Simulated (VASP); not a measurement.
# AlGaN2 (P-4m2) in VASP: a series of runs

The runs below take AlGaN2 through single point, relaxation of the atoms, relaxation of cell and atoms, with LDA.

Everything below comes from runs of VASP 6.6.1. Logs are shortened: lines on timing, memory, paths and dates and some standing lists are left out, and cuts for length are marked.

## (1) The cell of the first run

The structure is tetragonal, space group P-4m2 (No. 115). The conventional cell has a = 3.115 Å, b = 3.115 Å, c = 4.384 Å, α = 90.00°, β = 90.00°, γ = 90.00°. Al (site symmetry -4m2) has 4 N at 1.88 Å within 2.5 Å. Ga (site symmetry -4m2) has 4 N at 1.93 Å within 2.6 Å. Within 2.5 Å of N (site symmetry 2mm) lie 2 Al at 1.88 Å and 2 Ga at 1.93 Å.

## (2) Single point, LDA

Contents of INCAR:

```
ALGO = Normal ; EDIFF = 1E-6
ENCUT = 520 ; GGA = CA
ISIF = 2 ; ISMEAR = 0
LASPH = True ; LCHARG = True
LELF = True ; LREAL = False
LVHAR = True ; LWAVE = False
NBANDS = 21 ; NELM = 100
PREC = Accurate ; SIGMA = 0.02
```

Contents of KPOINTS:

```
k-points
0
Gamma
  8 8 6
```

Contents of POSCAR:

```
AlGaN2
1.0
    3.1152864669      0.0000000000      0.0000000000
    0.0000000000      3.1152864669      0.0000000000
    0.0000000000      0.0000000000      4.3843302008
Al Ga N
1 1 2
Direct
    0.5000000000      0.5000000000      0.5000000000
    0.0000000000      0.0000000000      0.0000000000
    0.5000000000      0.0000000000      0.7400513254
    0.0000000000      0.5000000000      0.2599486746
```

Potentials or basis: VASP PAW LDA potentials, release 64 (Al, Ga_d, N).

The run is started by

```bash
$ cat potpaw_LDA.64/Al/POTCAR potpaw_LDA.64/Ga_d/POTCAR potpaw_LDA.64/N/POTCAR > POTCAR
$ mpirun -np 1 vasp_std > vasp.out
```

OUTCAR:

```text
EDIFF = 1E-6
   ENCUT = 520
   GGA = CA
   ISIF = 2
   ISMEAR = 0
   LASPH = True
   LREAL = False
   NELM = 100
   PREC = Accurate

 ion  position               nearest neighbor table
   1  0.500  0.500  0.500-   3 1.88   4 1.88   3 1.88   4 1.88   2 3.11   2 3.11   2 3.11   2 3.11
                             2 3.11   2 3.11   2 3.11   2 3.11
   2  0.000  0.000  0.000-   3 1.93   4 1.93   4 1.93   3 1.93   1 3.11   1 3.11   1 3.11   1 3.11
                             1 3.11   1 3.11   1 3.11   1 3.11
   3  0.500  0.000  0.740-   1 1.88   1 1.88   2 1.93   2 1.93
   4  0.000  0.500  0.260-   1 1.88   1 1.88   2 1.93   2 1.93

  LATTYP: Found a simple tetragonal cell.
 ALAT       =     3.1152864669
 C/A-ratio  =     1.4073602050

  Lattice vectors:

 A1 = (   3.1152864669,   0.0000000000,   0.0000000000)
 A2 = (   0.0000000000,   3.1152864669,   0.0000000000)
 A3 = (   0.0000000000,   0.0000000000,   4.3843302008)

Analysis of symmetry for initial positions (statically):
=====================================================================
 Subroutine PRICEL returns:
 Original cell was already a primitive cell.

 Routine SETGRP: Setting up the symmetry group for a
 simple tetragonal supercell.

 Subroutine GETGRP returns: Found  8 space group operations
 (whereof  8 operations were pure point group operations)
 out of a pool of 16 trial point group operations.

The static configuration has the point symmetry D_2d.

Analysis of symmetry for dynamics (positions and initial velocities):
=====================================================================
 Subroutine PRICEL returns:
 Original cell was already a primitive cell.

 Routine SETGRP: Setting up the symmetry group for a
 simple tetragonal supercell.

 Subroutine GETGRP returns: Found  8 space group operations
 (whereof  8 operations were pure point group operations)
 out of a pool of 16 trial point group operations.

The dynamic configuration has the point symmetry D_2d.

 Subroutine INISYM returns: Found  8 space group operations
 (whereof  8 operations are pure point group operations),
 and found     1 'primitive' translations

----------------------------------------------------------------------------------------

                                     Primitive cell

  volume of cell :      42.5500

  direct lattice vectors                    reciprocal lattice vectors
[... 86 lines left out ...]
   LNONCOLLINEAR =      F non collinear calculations
   LSORBIT =      F    spin-orbit coupling
   LASPH  =      T    aspherical Exc in radial PAW
   ENCUT  =  520.0 eV  38.22 Ry    6.18 a.u.   5.79  5.79  8.15*2*pi/ulx,y,z
   NELM   =    100;   NELMIN=  2; NELMDL= -5     # of ELM steps
   EDIFF  = 0.1E-05   stopping-criterion for ELM
   LREAL  =      F    real-space projection
   EDIFFG = 0.1E-04   stopping-criterion for IOM
   NSW    =      0    number of steps for IOM
   IBRION =     -1    ionic relax: 0-MD 1-quasi-New 2-CG
   NFREE  =      0    steps in history (QN), initial steepest desc. (CG)
   ISIF   =      2    stress and relaxation
   ISYM   =      2    0-nonsym 1-usesym 2-fastsym
   POTIM  = 0.5000    time-step for ionic-motion
   TEBEG  =    0.0;   TEEND  =   0.0 temperature during run
   PSTRESS=    0.0 pullay stress
   NELECT =      26.0000    total number of electrons
   NUPDOWN=      -1.0000    fix difference up-down
   EMIN   =  10.00;   EMAX   =-10.00  energy-range for DOS
   EFERMI =   0.00;   METHOD = LEGACY
   ISMEAR =     0;   SIGMA  =   0.02  broadening in eV -4-tet -1-fermi 0-gaus
   EFERMI_NEDOS =   21; number of points for ismear=-14 and -15
   IALGO  =     38    algorithm
   IMIX   =      4    mixing-type and parameters
     AMIX     =   0.40;   BMIX     =  1.00
     AMIX_MAG =   1.60;   BMIX_MAG =  1.00
  volume/ion in A,a.u.               =      10.64        71.79
  Fermi-wavevector in a.u.,A,eV,Ry     =   1.389205  2.625216 26.257738  1.929889
  Thomas-Fermi vector in A             =   2.513258
   LORBIT       =      0    0 simple, 1 ext, 2 COOP (PROOUT), +10 PAW based schemes
   GGA     = CA    functional components
   LHFCALC =     F    Hartree Fock is set to
   AEXX    =    0.0000 exact exchange contribution
   IVDW    =     0    specifies the selected vdW correction
   LEPSILON=     F    determine dielectric tensor
   LRPA    =     F    only Hartree local field effects (RPA)
 non-spin polarized calculation
 Gauss-broadening in eV      SIGMA  =   0.02
  energy-cutoff  :      520.00
  volume of cell :       42.55
 maximum number of plane-waves:      1176
 NGX is ok and might be reduce to    24
   NGX = 11   NGY = 11   NGZ = 17

 number of electron      25.9999993 magnetization

 Free energy of the ion-electron system (eV)
  ---------------------------------------------------
  ext. energy  EPLUGINS =         0.00000000
  ---------------------------------------------------
  free energy    TOTEN  =       -30.31528892 eV

  energy without entropy =      -30.31528892  energy(sigma->0) =      -30.31528892

 E-fermi :   5.8208     XC(G=0): -11.8467

 val. band max:        5.6590900510   @ k =   0.0000   0.0000   0.0000
 cond. band min:       8.7253810433   @ k =   0.0000   0.0000   0.0000
 fundamental gap:      3.0662909923
 Fermi energy:         5.8208399377

 k-point     1 :       0.0000    0.0000    0.0000
  band No.  band energies     occupation
      1      -9.8940      2.00000
      2      -8.4602      2.00000
      3      -7.4306      2.00000
      4      -7.4306      2.00000
      5      -7.3838      2.00000
      6      -7.2065      2.00000
[... 565 lines left out ...]
     20      17.8597      0.00000
     21      17.8790      0.00000

 [... further k-points ...]
[... 5 lines left out ...]
  --------------------------------------------------------------------------------------
  -------------------------------------------------------------------------------------
  Total        0.2310714      0.2310714      0.2344024      0.0000000      0.0000000      0.0000000
  in kB        8.7007681      8.7007681      8.8261922      0.0000000      0.0000000      0.0000000
  external PRESSURE =       8.7425761 kB  Pullay stress =       0.0000000 kB

 VOLUME and BASIS-vectors are now :
 -----------------------------------------------------------------------------
  energy-cutoff  :      520.00
  volume of cell :       42.55
      direct lattice vectors                 reciprocal lattice vectors
     3.115286467  0.000000000  0.000000000     0.320997767  0.000000000  0.000000000
     0.000000000  3.115286467  0.000000000     0.000000000  0.320997767  0.000000000
     0.000000000  0.000000000  4.384330201     0.000000000  0.000000000  0.228085011

 POSITION                                       TOTAL-FORCE (eV/Angst)
 -----------------------------------------------------------------------------------
      1.55764      1.55764      2.19217         0.000000      0.000000      0.000000
      0.00000      0.00000      0.00000         0.000000      0.000000      0.000000
      1.55764      0.00000      3.24463        -0.000000     -0.000000     -0.030432
      0.00000      1.55764      1.13970         0.000000     -0.000000      0.030432
 -----------------------------------------------------------------------------------
    total drift:                                0.000000      0.000000      0.000000

  FREE ENERGIE OF THE ION-ELECTRON SYSTEM (eV)
  ---------------------------------------------------
  free  energy   TOTEN  =       -30.3152889194 eV

  energy  without entropy=      -30.3152889194  energy(sigma->0) =      -30.31528892
```

stdout:

```text
POSCAR found type information on POSCAR AlGaN
 POSCAR found :  3 types and       4 ions
 scaLAPACK will be used
 LDA part: xc-table for (Slater(with rela. corr.)+CA(PZ))
 , standard interpolation
 POSCAR, INCAR and KPOINTS ok, starting setup
 FFT: planning ... GRIDC
 FFT: planning ... GRID_SOFT
 FFT: planning ... GRID
 WAVECAR not read
 entering main loop
```

It took 15 s on 1 thread of Intel Xeon 6975P-C (Granite Rapids), shared host; peak memory 0.17 GiB.

What came out:

| Quantity | Value |
| --- | --- |
| Free energy | -30.3153 eV |
| Pressure | 0.9 GPa |
| Largest force | 0.030 eV/Å |
| Band gap on the k mesh | 3.07 eV, direct |

Forces in eV/Å, atoms in the order of the input:
```
Al   0.000  0.000  0.000
Ga   0.000  0.000  0.000
N    0.000  0.000 -0.030
N    0.000  0.000  0.030
```

A k mesh can miss the band edges. LDA gaps usually lie below the measured ones, often by a third to a half.

## (3) Relaxation of the atoms, LDA (strain along c alone, the other axes held: +6.0 %)

Contents of INCAR:

```
SYSTEM = AlGaN2
PREC = Accurate
ENCUT = 520
EDIFF = 1E-7
ISMEAR = 0
SIGMA = 0.02
LREAL = .FALSE.
LASPH = .TRUE.
NELM = 60
ALGO = Normal
ISIF = 2
LWAVE = .FALSE.
LCHARG = .FALSE.
GGA = CA
IBRION = 2
NSW = 60
EDIFFG = -0.008
```

Contents of KPOINTS:

```
Automatic mesh
0
G
  8 8 6
  0 0 0
```

Contents of POSCAR:

```
AlGaN2
1.0
    3.1152864669      0.0000000000      0.0000000000
    0.0000000000      3.1152864669      0.0000000000
    0.0000000000      0.0000000000      4.6473900128
Al Ga N
1 1 2
Direct
    0.5000000000      0.5000000000      0.5000000000
    0.0000000000      0.0000000000      0.0000000000
    0.5000000000      0.0000000000      0.7406794249
    0.0000000000      0.5000000000      0.2593205751
```

Potentials or basis: VASP PAW LDA potentials, release 64 (Al, Ga_d, N).

The run is started by

```bash
$ cat potpaw_LDA.64/Al/POTCAR potpaw_LDA.64/Ga_d/POTCAR potpaw_LDA.64/N/POTCAR > POTCAR
$ mpirun -np 1 vasp_std > vasp.out
```

Wall time 37 s (1 thread of Intel Xeon 8259CL, shared host); peak memory 0.17 GiB.

It converged, with:

- Free energy: -30.1944 eV
- Pressure after relaxing: -10.1 GPa
- Largest force after relaxing: 0.005 eV/Å
- Band gap on the k mesh: 2.53 eV, direct

Forces on the atoms (eV/Å):
```
Al   0.000  0.000  0.000
Ga   0.000  0.000  0.000
N    0.000  0.000 -0.005
N    0.000  0.000  0.005
```

Stress tensor (GPa, compression positive):
```
 -7.18   0.00   0.00
  0.00  -7.18   0.00
  0.00   0.00 -16.00
```

Final structure:
```xyz
4
Lattice="3.1153 0.0000 0.0000 0.0000 3.1153 0.0000 0.0000 0.0000 4.6474" Properties=species:S:1:pos:R:3 pbc="T T T"
Al    1.5576    1.5576    2.3237
Ga    0.0000    0.0000    0.0000
N     1.5576    0.0000    3.4422
N     0.0000    1.5576    1.2052
```

Levels at points of the mesh, in eV from the valence-band top:
| k point | band 11 | band 12 | band 13 | band 14 | band 15 | band 16 |
| --- | --- | --- | --- | --- | --- | --- |
| (0.00, 0.00, 0.00) | -0.45 | 0.00 | 0.00 | 2.53 | 3.56 | 7.77 |
| (0.50, 0.00, 0.00) | -3.17 | -0.80 | -0.51 | 6.73 | 6.96 | 8.11 |
| (0.50, 0.50, 0.00) | -2.44 | -2.44 | -2.41 | 3.04 | 3.04 | 5.60 |
| (0.00, 0.00, 0.50) | -1.38 | -0.87 | -0.87 | 4.94 | 4.94 | 7.48 |
| (0.50, 0.00, 0.50) | -0.97 | -0.78 | -0.43 | 4.67 | 6.04 | 8.82 |
| (0.50, 0.50, 0.50) | -3.24 | -3.21 | -3.21 | 5.63 | 5.63 | 8.16 |

Caveat: the cell differs from its parent crystal (strain along c alone, the other axes held: +6.0 %); the relaxation stopped at its first step, so nothing moved.

(Continued in part 2 of 2.)
